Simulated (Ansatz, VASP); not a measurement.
BaAs: VASP beside Ansatz

```
Ba As
1.0
     2.41352   -6.10302    0.00000
     2.41352    6.10302    0.00000
     0.00000    0.00000    4.51603
Ba As
2 2
Direct
  0.36585 0.63415 0.25000
  0.63415 0.36585 0.75000
  0.92063 0.07937 0.75000
  0.07937 0.92063 0.25000
```

Change from the starting cell: species swapped into the TlCl type (Cmcm, No. 63).

Alike in both runs: functional PBE; k mesh 4 × 4 × 4; occupations gaussian, width 0.1 eV; no spin polarisation.

Ansatz relaxed the structure, and its values are those at the end. VASP's run is a single point on that final structure, the one shown.

```csv
,VASP,Ansatz
version,VASP 6.6.1,Ansatz 0.2.0
potentials or method,"VASP PAW PBE potentials, release 64 (Ba_sv, As), cutoff 520 eV","scalar-relativistic, plane waves, PAW"
valence electrons in the cell,30,50
```

Ansatz gave:

| Property | Result |
| --- | --- |
| gap on the k mesh at the Fermi level (eV) | none |
| pressure (GPa) | 0.1 |
| rms of the force components (eV/Å) | 0.000 |

Q: What did VASP give for the same quantities?

A: gap on the k mesh at the Fermi level (eV): none; pressure (GPa): 0.5; rms of the force components (eV/Å): 0.020.

A gap of «none» marks a metal or a gap that the smearing closes. VASP's potentials hold 30 valence electrons a cell and Ansatz's 50, so a difference there can come from the potentials and not from the codes.

Spin-orbit coupling is off throughout.
